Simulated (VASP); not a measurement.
# ZnS (F-43m) in VASP: a series of runs, part 2 of 3

VASP 6.6.1. The steps go on from the part before.

### Step 3. Single point, PBEsol

This run uses another cell than the first one, of 19.21 Å³/atom.

Contents of INCAR:

```
  ALGO = Normal
  EDIFF = 1E-6
  ENCUT = 520
  GGA = PS
  ISIF = 2
  ISMEAR = 0
  LASPH = T
  LCHARG = F
  LREAL = F
  LWAVE = F
  NBANDS = 16
  NELM = 60
  PREC = Accurate
  SIGMA = 0.02
```

Contents of KPOINTS:

```
k-points
0
Gamma
  10 10 10
```

Contents of POSCAR:

```
ZnS
1.0
    0.0000000000     -2.6782590719     -2.6782590719
    2.6782590719      0.0000000000     -2.6782590719
    2.6782590719     -2.6782590719      0.0000000000
Zn S
1 1
Direct
    0.0000000000      0.0000000000      0.0000000000
    0.7500000000      0.7500000000      0.7500000000
```

Potentials or basis: VASP PAW PBE potentials, release 64 (Zn, S).

The run is started by

```bash
$ cat potpaw_PBE.64/Zn/POTCAR potpaw_PBE.64/S/POTCAR > POTCAR
$ mpirun -np 1 vasp_std > vasp.out
```

OUTCAR:

```text
EDIFF = 1E-6
   ENCUT = 520
   GGA = PS
   ISIF = 2
   ISMEAR = 0
   LASPH = T
   LREAL = F
   NELM = 60
   PREC = Accurate

 ion  position               nearest neighbor table
   1  0.000  0.000  0.000-   2 2.32   2 2.32   2 2.32   2 2.32
   2  0.750  0.750  0.750-   1 2.32   1 2.32   1 2.32   1 2.32

  LATTYP: Found a face centered cubic cell.
 ALAT       =     5.3565181438

  Lattice vectors:

 A1 = (   0.0000000000,  -2.6782590719,  -2.6782590719)
 A2 = (   2.6782590719,   0.0000000000,  -2.6782590719)
 A3 = (   2.6782590719,  -2.6782590719,   0.0000000000)

Analysis of symmetry for initial positions (statically):
=====================================================================
 Subroutine PRICEL returns:
 Original cell was already a primitive cell.

 Routine SETGRP: Setting up the symmetry group for a
 face centered cubic supercell.

 Subroutine GETGRP returns: Found 24 space group operations
 (whereof 24 operations were pure point group operations)
 out of a pool of 48 trial point group operations.

The static configuration has the point symmetry T_d .

Analysis of symmetry for dynamics (positions and initial velocities):
=====================================================================
 Subroutine PRICEL returns:
 Original cell was already a primitive cell.

 Routine SETGRP: Setting up the symmetry group for a
 face centered cubic supercell.

 Subroutine GETGRP returns: Found 24 space group operations
 (whereof 24 operations were pure point group operations)
 out of a pool of 48 trial point group operations.

The dynamic configuration has the point symmetry T_d .

 Subroutine INISYM returns: Found 24 space group operations
 (whereof 24 operations are pure point group operations),
 and found     1 'primitive' translations

----------------------------------------------------------------------------------------

                                     Primitive cell

  volume of cell :      38.4227

  direct lattice vectors                    reciprocal lattice vectors
     0.000000000 -2.678259072 -2.678259072    -0.186688437 -0.186688437 -0.186688437
     2.678259072  0.000000000 -2.678259072     0.186688437  0.186688437 -0.186688437
     2.678259072 -2.678259072  0.000000000     0.186688437 -0.186688437  0.186688437

  length of vectors
     3.787630303  3.787630303  3.787630303     0.323353858  0.323353858  0.323353858

  position of ions in fractional coordinates (direct lattice)
     0.000000000  0.000000000  0.000000000
     0.750000000  0.750000000  0.750000000

  ion indices of the primitive-cell ions
   primitive index   ion index
                 1           1
                 2           2

----------------------------------------------------------------------------------------

 KPOINTS: k-points

Automatic generation of k-mesh.
 Grid dimensions read from file:
 generate k-points for:   10   10   10

 Generating k-lattice:

  Cartesian coordinates                     Fractional coordinates (reciprocal lattice)
    -0.018668844 -0.018668844 -0.018668844     0.100000000  0.000000000  0.000000000
     0.018668844  0.018668844 -0.018668844     0.000000000  0.100000000  0.000000000
     0.018668844 -0.018668844  0.018668844     0.000000000  0.000000000  0.100000000

  Length of vectors
     0.032335386  0.032335386  0.032335386

  Shift w.r.t. Gamma in fractional coordinates (k-lattice)
     0.000000000  0.000000000  0.000000000

 Subroutine IBZKPT returns following result:
 ===========================================

 Found     47 irreducible k-points:

 Following reciprocal coordinates:
            Coordinates               Weight
  0.000000  0.000000  0.000000      1.000000
  0.100000  0.000000  0.000000      8.000000
  0.200000  0.000000  0.000000      8.000000
  0.300000  0.000000  0.000000      8.000000
  0.400000  0.000000  0.000000      8.000000
  0.500000  0.000000  0.000000      4.000000
[... 16 lines left out ...]
  0.300000  0.300000  0.000000      6.000000
  0.400000  0.300000  0.000000     24.000000
 [... further k-points ...]
   k-points           NKPTS =     47   k-points in BZ     NKDIM =     47   number of bands    NBANDS=     16
   number of dos      NEDOS =    301   number of ions     NIONS =      2
   total plane-waves  NPLWV =  21952
   dimension x,y,z NGX =    28 NGY =   28 NGZ =   28
   dimension x,y,z NGXF=    56 NGYF=   56 NGZF=   56
   ions per type =               1   1
   NGX,Y,Z   is equivalent  to a cutoff of  12.29, 12.29, 12.29 a.u.
   NGXF,Y,Z  is equivalent  to a cutoff of  24.58, 24.58, 24.58 a.u.
 SYSTEM =  unknown system
   PREC   = accura    normal or accurate (medium, high low for compatibility)
   ISTART =      0    job   : 0-new  1-cont  2-samecut
   ICHARG =      2    charge: 1-file 2-atom 10-const
   ISPIN  =      1    spin polarized calculation?
   LNONCOLLINEAR =      F non collinear calculations
   LSORBIT =      F    spin-orbit coupling
   LASPH  =      T    aspherical Exc in radial PAW
   ENCUT  =  520.0 eV  38.22 Ry    6.18 a.u.   7.04  7.04  7.04*2*pi/ulx,y,z
   NELM   =     60;   NELMIN=  2; NELMDL= -5     # of ELM steps
   EDIFF  = 0.1E-05   stopping-criterion for ELM
   LREAL  =      F    real-space projection
   EDIFFG = 0.1E-04   stopping-criterion for IOM
   NSW    =      0    number of steps for IOM
   IBRION =     -1    ionic relax: 0-MD 1-quasi-New 2-CG
   NFREE  =      0    steps in history (QN), initial steepest desc. (CG)
   ISIF   =      2    stress and relaxation
   ISYM   =      2    0-nonsym 1-usesym 2-fastsym
   POTIM  = 0.5000    time-step for ionic-motion
   TEBEG  =    0.0;   TEEND  =   0.0 temperature during run
   PSTRESS=    0.0 pullay stress
   NELECT =      18.0000    total number of electrons
   NUPDOWN=      -1.0000    fix difference up-down
   EMIN   =  10.00;   EMAX   =-10.00  energy-range for DOS
   EFERMI =   0.00;   METHOD = LEGACY
   ISMEAR =     0;   SIGMA  =   0.02  broadening in eV -4-tet -1-fermi 0-gaus
   EFERMI_NEDOS =   21; number of points for ismear=-14 and -15
   IALGO  =     38    algorithm
   IMIX   =      4    mixing-type and parameters
     AMIX     =   0.40;   BMIX     =  1.00
     AMIX_MAG =   1.60;   BMIX_MAG =  1.00
  volume/ion in A,a.u.               =      19.21       129.64
  Fermi-wavevector in a.u.,A,eV,Ry     =   1.271461  2.402713 21.995360  1.616613
  Thomas-Fermi vector in A             =   2.404393
   LORBIT       =      0    0 simple, 1 ext, 2 COOP (PROOUT), +10 PAW based schemes
   GGA     = PS    functional components
   LHFCALC =     F    Hartree Fock is set to
   AEXX    =    0.0000 exact exchange contribution
   IVDW    =     0    specifies the selected vdW correction
   LEPSILON=     F    determine dielectric tensor
   LRPA    =     F    only Hartree local field effects (RPA)
 non-spin polarized calculation
 Gauss-broadening in eV      SIGMA  =   0.02
  energy-cutoff  :      520.00
  volume of cell :       38.42
 maximum number of plane-waves:      1056
   NGX = 15   NGY = 15   NGZ = 15

 number of electron      18.0000015 magnetization

 Free energy of the ion-electron system (eV)
  ---------------------------------------------------
  ext. energy  EPLUGINS =         0.00000000
  ---------------------------------------------------
  free energy    TOTEN  =        -7.58892513 eV

  energy without entropy =       -7.58892513  energy(sigma->0) =       -7.58892513

 E-fermi :   2.4098     XC(G=0):  -9.9747

 val. band max:        2.2640538336   @ k =   0.0000   0.0000   0.0000
 cond. band min:       4.3567715219   @ k =   0.0000   0.0000   0.0000
 fundamental gap:      2.0927176883
 Fermi energy:         2.4098220190

 k-point     1 :       0.0000    0.0000    0.0000
  band No.  band energies     occupation
      1     -11.0805      2.00000
      2      -4.2184      2.00000
      3      -4.2184      2.00000
      4      -4.2184      2.00000
      5      -3.6874      2.00000
      6      -3.6874      2.00000
[... 8 lines left out ...]
     15      14.0311      0.00000
     16      14.0517      0.00000
[... 419 lines left out ...]
 k-point    24 :       0.4000    0.3000    0.0000
  band No.  band energies     occupation
      1     -10.0533      2.00000
      2      -4.2645      2.00000
      3      -3.9581      2.00000
      4      -3.9502      2.00000
      5      -3.6673      2.00000
      6      -3.6257      2.00000
[... 8 lines left out ...]
     15      15.6860      0.00000
     16      18.2043      0.00000

 [... further k-points ...]

------------------------ aborting loop because EDIFF is reached ----------------------------------------

  FORCE on cell =-STRESS in cart. coord.  units (eV):
  Direction    XX          YY          ZZ          XY          YZ          ZX
  --------------------------------------------------------------------------------------
  -------------------------------------------------------------------------------------
  Total        0.0463940      0.0463940      0.0463940      0.0000000     -0.0000000      0.0000000
  in kB        1.9345696      1.9345696      1.9345696      0.0000000     -0.0000000      0.0000000
  external PRESSURE =       1.9345696 kB  Pullay stress =       0.0000000 kB

 VOLUME and BASIS-vectors are now :
 -----------------------------------------------------------------------------
  energy-cutoff  :      520.00
  volume of cell :       38.42
      direct lattice vectors                 reciprocal lattice vectors
     0.000000000 -2.678259072 -2.678259072    -0.186688437 -0.186688437 -0.186688437
     2.678259072  0.000000000 -2.678259072     0.186688437  0.186688437 -0.186688437
     2.678259072 -2.678259072  0.000000000     0.186688437 -0.186688437  0.186688437

 POSITION                                       TOTAL-FORCE (eV/Angst)
 -----------------------------------------------------------------------------------
      0.00000      0.00000      0.00000        -0.000000      0.000000      0.000000
      4.01739     -4.01739     -4.01739         0.000000     -0.000000     -0.000000
 -----------------------------------------------------------------------------------
    total drift:                               -0.000002      0.000002      0.000002

  FREE ENERGIE OF THE ION-ELECTRON SYSTEM (eV)
  ---------------------------------------------------
  free  energy   TOTEN  =        -7.5889251301 eV

  energy  without entropy=       -7.5889251301  energy(sigma->0) =       -7.58892513
```

OSZICAR:

```text
N       E                     dE             d eps       ncg     rms          rms(c)
DAV:   1     0.879059295243E+02    0.87906E+02   -0.89772E+03  1504   0.135E+03
DAV:   2    -0.259020632703E+01   -0.90496E+02   -0.84124E+02  1768   0.258E+02
DAV:   3    -0.794140628219E+01   -0.53512E+01   -0.53304E+01  1824   0.614E+01
DAV:   4    -0.799634157354E+01   -0.54935E-01   -0.54923E-01  1888   0.656E+00
DAV:   5    -0.799697678998E+01   -0.63522E-03   -0.63521E-03  1888   0.667E-01    0.701E+00
DAV:   6    -0.761310535543E+01    0.38387E+00   -0.79427E-01  2192   0.328E+01    0.551E+00
DAV:   7    -0.759243779059E+01    0.20668E-01   -0.23718E-01  1816   0.492E+00    0.263E+00
DAV:   8    -0.758904324522E+01    0.33945E-02   -0.53215E-03  2096   0.100E+00    0.609E-01
DAV:   9    -0.758885020433E+01    0.19304E-03   -0.10160E-03  1864   0.267E-01    0.930E-02
DAV:  10    -0.758893406672E+01   -0.83862E-04   -0.16299E-04  1872   0.917E-02    0.238E-02
DAV:  11    -0.758892477224E+01    0.92945E-05   -0.28872E-05  1832   0.436E-02    0.471E-03
DAV:  12    -0.758892513007E+01   -0.35783E-06   -0.34797E-06  1864   0.132E-02
   1 F= -.75889251E+01 E0= -.75889251E+01  d E =-.288002E-27
```

stdout:

```text
POSCAR found type information on POSCAR ZnS
 POSCAR found :  2 types and       2 ions
 scaLAPACK will be used
 -----------------------------------------------------------------------------
|                                                                             |
|                                                                             |
|     You enforced a specific xc type in the INCAR file but a different       |
|     I HOPE YOU KNOW WHAT YOU ARE DOING!                                     |
|                                                                             |
 -----------------------------------------------------------------------------

 LDA part: xc-table for (Slater+PW92), standard interpolation
 POSCAR, INCAR and KPOINTS ok, starting setup
 FFT: planning ... GRIDC
 FFT: planning ... GRID_SOFT
 FFT: planning ... GRID
 WAVECAR not read
 entering main loop
```

It took 32 s on 1 thread of Intel Xeon 8259CL, shared host; peak memory 0.17 GiB.

Results:

- Free energy: -7.5889 eV
- Pressure: 0.2 GPa
- Band gap on the k mesh: 2.09 eV

Caveat: the PAW data sets were made with another functional, which shifts forces and pressure a little.

(Continued in part 3 of 3.)
